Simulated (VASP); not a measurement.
# Ru (Fm-3m) in VASP: single point with PBE

Aim: the single point of Ru with PBE.

Everything below comes from runs of VASP 6.6.1. Logs are shortened: lines on timing, memory, paths and dates and some standing lists are left out, and cuts for length are marked.

## Step 1: The cell of the first run

Symmetry: Fm-3m, No. 225, cubic system. The conventional cell has a = 3.822 Å, b = 3.822 Å, c = 3.822 Å, α = 90.00°, β = 90.00°, γ = 90.00°. Ru (site symmetry m-3m) has 12 Ru at 2.70 Å within 3.6 Å.

## Step 2: Single point, PBE

INCAR reads:

```
SYSTEM = Ru
PREC = Accurate
ENCUT = 500
EDIFF = 1E-6
ISMEAR = 1
SIGMA = 0.047
LREAL = .False.
LASPH = .True.
NELM = 120
ALGO = Normal
ISIF = 2
LWAVE = .False.
LCHARG = .True.
GGA = PE
LELF = .True.
LVHAR = .True.
NBANDS = 13
GGA_COMPAT = .False.
```

KPOINTS reads:

```
regular mesh
0
Gamma
  11 11 11
  0 0 0
```

POSCAR reads:

```
Ru
1.0
    0.0000000000      1.9110450000      1.9110450000
    1.9110450000      0.0000000000      1.9110450000
    1.9110450000      1.9110450000      0.0000000000
Ru
1
Direct
    0.0000000000      0.0000000000      0.0000000000
```

Potentials or basis: VASP PAW PBE potentials, release 64 (Ru_pv).

Command:

```bash
> cat potpaw_PBE.64/Ru_pv/POTCAR > POTCAR
> mpirun -np 1 vasp_std > vasp.out
```

OUTCAR:

```text
SYSTEM = Ru
   PREC = Accurate
   ENCUT = 500
   EDIFF = 1E-6
   ISMEAR = 1
   LREAL = .False.
   LASPH = .True.
   NELM = 120
   ISIF = 2
   GGA = PE

 ion  position               nearest neighbor table
   1  0.000  0.000  0.000-

  LATTYP: Found a face centered cubic cell.
 ALAT       =     3.8220900000

  Lattice vectors:

 A1 = (   0.0000000000,   1.9110450000,   1.9110450000)
 A2 = (   1.9110450000,   0.0000000000,   1.9110450000)
 A3 = (   1.9110450000,   1.9110450000,   0.0000000000)

Analysis of symmetry for initial positions (statically):
=====================================================================
 Subroutine PRICEL returns:
 Original cell was already a primitive cell.

 Routine SETGRP: Setting up the symmetry group for a
 face centered cubic supercell.

 Subroutine GETGRP returns: Found 48 space group operations
 (whereof 48 operations were pure point group operations)
 out of a pool of 48 trial point group operations.

The static configuration has the point symmetry O_h .

Analysis of symmetry for dynamics (positions and initial velocities):
=====================================================================
 Subroutine PRICEL returns:
 Original cell was already a primitive cell.

 Routine SETGRP: Setting up the symmetry group for a
 face centered cubic supercell.

 Subroutine GETGRP returns: Found 48 space group operations
 (whereof 48 operations were pure point group operations)
 out of a pool of 48 trial point group operations.

The dynamic configuration has the point symmetry O_h .

 Subroutine INISYM returns: Found 48 space group operations
 (whereof 48 operations are pure point group operations),
 and found     1 'primitive' translations

----------------------------------------------------------------------------------------

                                     Primitive cell

  volume of cell :      13.9586

  direct lattice vectors                    reciprocal lattice vectors
     0.000000000  1.911045000  1.911045000    -0.261636958  0.261636958  0.261636958
     1.911045000  0.000000000  1.911045000     0.261636958 -0.261636958  0.261636958
     1.911045000  1.911045000  0.000000000     0.261636958  0.261636958 -0.261636958

  length of vectors
     2.702625757  2.702625757  2.702625757     0.453168504  0.453168504  0.453168504

  position of ions in fractional coordinates (direct lattice)
     0.000000000  0.000000000  0.000000000

  ion indices of the primitive-cell ions
   primitive index   ion index
[... 75 lines left out ...]
   EDIFFG = 0.1E-04   stopping-criterion for IOM
   NSW    =      0    number of steps for IOM
   IBRION =     -1    ionic relax: 0-MD 1-quasi-New 2-CG
   NFREE  =      0    steps in history (QN), initial steepest desc. (CG)
   ISIF   =      2    stress and relaxation
   ISYM   =      2    0-nonsym 1-usesym 2-fastsym
   POTIM  = 0.5000    time-step for ionic-motion
   TEBEG  =    0.0;   TEEND  =   0.0 temperature during run
   PSTRESS=    0.0 pullay stress
   NELECT =      14.0000    total number of electrons
   NUPDOWN=      -1.0000    fix difference up-down
   EMIN   =  10.00;   EMAX   =-10.00  energy-range for DOS
   EFERMI =   0.00;   METHOD = LEGACY
   ISMEAR =     1;   SIGMA  =   0.05  broadening in eV -4-tet -1-fermi 0-gaus
   EFERMI_NEDOS =   21; number of points for ismear=-14 and -15
   IALGO  =     38    algorithm
   IMIX   =      4    mixing-type and parameters
     AMIX     =   0.40;   BMIX     =  1.00
     AMIX_MAG =   1.60;   BMIX_MAG =  1.00
  volume/ion in A,a.u.               =      13.96        94.20
  Fermi-wavevector in a.u.,A,eV,Ry     =   1.638714  3.096721 36.536878  2.685385
  Thomas-Fermi vector in A             =   2.729641
   LORBIT       =      0    0 simple, 1 ext, 2 COOP (PROOUT), +10 PAW based schemes
   GGA     = PE    functional components
   LHFCALC =     F    Hartree Fock is set to
   AEXX    =    0.0000 exact exchange contribution
   IVDW    =     0    specifies the selected vdW correction
   LEPSILON=     F    determine dielectric tensor
   LRPA    =     F    only Hartree local field effects (RPA)
 non-spin polarized calculation
 Methfessel and Paxton  Order N= 1 SIGMA  =   0.05
  energy-cutoff  :      500.00
  volume of cell :       13.96
 maximum number of plane-waves:       365
   NGX =  9   NGY =  9   NGZ =  9

 number of electron      14.0000000 magnetization

 Free energy of the ion-electron system (eV)
  ---------------------------------------------------
  ext. energy  EPLUGINS =         0.00000000
  ---------------------------------------------------
  free energy    TOTEN  =        -9.12337598 eV

  energy without entropy =       -9.12342391  energy(sigma->0) =       -9.12339196

 E-fermi :  12.1867     XC(G=0): -13.9457

 val. band max:       12.1679675528   @ k =   0.3636   0.2727   0.0909
 cond. band min:      12.2205616443   @ k =  -0.4545   0.3636   0.1818
 fundamental gap:      0.0525940915
 Fermi energy:        12.1866952721

 k-point     1 :       0.0000    0.0000    0.0000
  band No.  band energies     occupation
      1     -30.1581      2.00000
      2     -30.1581      2.00000
      3     -30.1581      2.00000
      4       4.5151      2.00000
      5       9.7893      2.00000
      6       9.7893      2.00000
      7       9.7893      2.00000
      8      12.1336      2.06783
      9      12.1336      2.06783
     10      22.8438      0.00000
     11      27.3383      0.00000
     12      32.9197      0.00000
     13      32.9197      0.00000
[... 354 lines left out ...]
  band No.  band energies     occupation
      1     -30.6996      2.00000
      2     -30.3865      2.00000
      3     -30.2246      2.00000
      4       7.2787      2.00000
      5       8.7460      2.00000
      6       9.9416      2.00000
      7      11.0565      2.00000
      8      11.0726      2.00000
      9      13.9483      0.00000
     10      22.8436      0.00000
     11      27.7398      0.00000
     12      29.8112      0.00000
     13      33.1242      0.00000

 [... further k-points ...]
[... 5 lines left out ...]
  --------------------------------------------------------------------------------------
  -------------------------------------------------------------------------------------
  Total       -0.2597845     -0.2597845     -0.2597845      0.0000000     -0.0000000      0.0000000
  in kB      -29.8181797    -29.8181797    -29.8181797      0.0000000     -0.0000000      0.0000000
  external PRESSURE =     -29.8181797 kB  Pullay stress =       0.0000000 kB

 VOLUME and BASIS-vectors are now :
 -----------------------------------------------------------------------------
  energy-cutoff  :      500.00
  volume of cell :       13.96
      direct lattice vectors                 reciprocal lattice vectors
     0.000000000  1.911045000  1.911045000    -0.261636958  0.261636958  0.261636958
     1.911045000  0.000000000  1.911045000     0.261636958 -0.261636958  0.261636958
     1.911045000  1.911045000  0.000000000     0.261636958  0.261636958 -0.261636958

 POSITION                                       TOTAL-FORCE (eV/Angst)
 -----------------------------------------------------------------------------------
      0.00000      0.00000      0.00000         0.000000      0.000000     -0.000000
 -----------------------------------------------------------------------------------
    total drift:                               -0.000000     -0.000000     -0.000000

  FREE ENERGIE OF THE ION-ELECTRON SYSTEM (eV)
  ---------------------------------------------------
  free  energy   TOTEN  =        -9.1233759770 eV

  energy  without entropy=       -9.1234239140  energy(sigma->0) =       -9.12339196
```

OSZICAR:

```text
N       E                     dE             d eps       ncg     rms          rms(c)
DAV:   1     0.106604640783E+03    0.10660E+03   -0.82385E+03  1472   0.111E+03
DAV:   2    -0.860100261202E+01   -0.11521E+03   -0.11068E+03  1621   0.320E+02
DAV:   3    -0.978508526317E+01   -0.11841E+01   -0.11814E+01  1626   0.362E+01
DAV:   4    -0.978852708411E+01   -0.34418E-02   -0.34418E-02  1566   0.210E+00
DAV:   5    -0.978855086336E+01   -0.23779E-04   -0.23779E-04  1641   0.157E-01    0.118E+01
DAV:   6    -0.916564022798E+01    0.62291E+00   -0.10298E+00  1466   0.134E+01    0.299E+00
DAV:   7    -0.912740278112E+01    0.38237E-01   -0.63722E-02  1611   0.307E+00    0.801E-01
DAV:   8    -0.912334551121E+01    0.40573E-02   -0.31222E-03  1476   0.730E-01    0.433E-02
DAV:   9    -0.912337374937E+01   -0.28238E-04   -0.38579E-05  1676   0.773E-02    0.237E-02
DAV:  10    -0.912337577148E+01   -0.20221E-05   -0.25944E-06  1491   0.204E-02    0.149E-03
DAV:  11    -0.912337597698E+01   -0.20550E-06   -0.83127E-08   753   0.382E-03
   1 F= -.91233760E+01 E0= -.91233920E+01  d E =0.479371E-04
```

Wall time 4.8 s (1 thread of AMD EPYC 9R45 (Zen 5), shared host); peak memory 0.1 GiB.

What came out:

- Free energy: -9.1234 eV
- Pressure: -3.0 GPa
- Band gap on the k mesh: zero (band 7 reaches 14.26 eV, above the bottom of band 8 at 11.01 eV)
